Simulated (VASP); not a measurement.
Runs of VASP 6.6.1 on Ga. The structure is that of space group P6/mmm (No. 191), or close to it. The cells are those of the table. This isn't the form of Ga at room conditions, which is orthorhombic.

```tsv
task	cell	k mesh	cutoff (eV)	gap on the mesh (eV)	pressure (GPa)
single point	a = 4.552, b = 4.552, c = 2.918 Å, angles 90.0, 90.0, 120.0°, 3 atoms	11 × 11 × 14	520	none	(b)
single point	a = 4.552, b = 4.552, c = 2.918 Å, angles 90.0, 90.0, 120.0°, 3 atoms	8 × 8 × 11	520	none	0.1
single point	a = 4.727, b = 4.727, c = 3.031 Å, angles 90.0, 90.0, 120.0°, 3 atoms	9 × 9 × 12	520	none	-5.3
relaxation of cell and atoms	relaxed from a = 4.802, b = 4.802, c = 2.944 Å, angles 90.0, 90.0, 120.0°, 3 atoms	8 × 8 × 11	600	none	0.0
single point	a = 4.670, b = 4.670, c = 2.994 Å, angles 90.0, 90.0, 120.0°, 3 atoms	9 × 9 × 12	520	none	-3.9
single point	a = 4.427, b = 4.427, c = 2.838 Å, angles 90.0, 90.0, 120.0°, 3 atoms	9 × 9 × 12	520	none	6.7
single point	a = 4.490, b = 4.490, c = 2.879 Å, angles 90.0, 90.0, 120.0°, 3 atoms	9 × 9 × 12	520	none	(a)
single point	a = 4.362, b = 4.362, c = 2.797 Å, angles 90.0, 90.0, 120.0°, 3 atoms	9 × 9 × 12	520	none	11.5
single point	a = 4.552, b = 4.552, c = 2.918 Å, angles 90.0, 90.0, 120.0°, 3 atoms	9 × 9 × 12	520	none	0.2
single point	a = 4.612, b = 4.612, c = 2.957 Å, angles 90.0, 90.0, 120.0°, 3 atoms	9 × 9 × 12	520	none	-2.0
```

Alike in all rows: level LDA; potentials or basis VASP PAW LDA potentials, release 64 (Ga_d); no spin polarisation; smearing fermi-dirac 0.1 eV.

Task: Fill in the values left out.

Result: (a) 3.1; (b) 0.3.

Caveats: the cell stands under pressure (at least some runs); the cell stands under tension (at least some runs).

A k mesh can miss the band edges, and the runs leave out spin-orbit coupling on Ga.

A gap of «none» marks levels without a gap at the run's occupations.
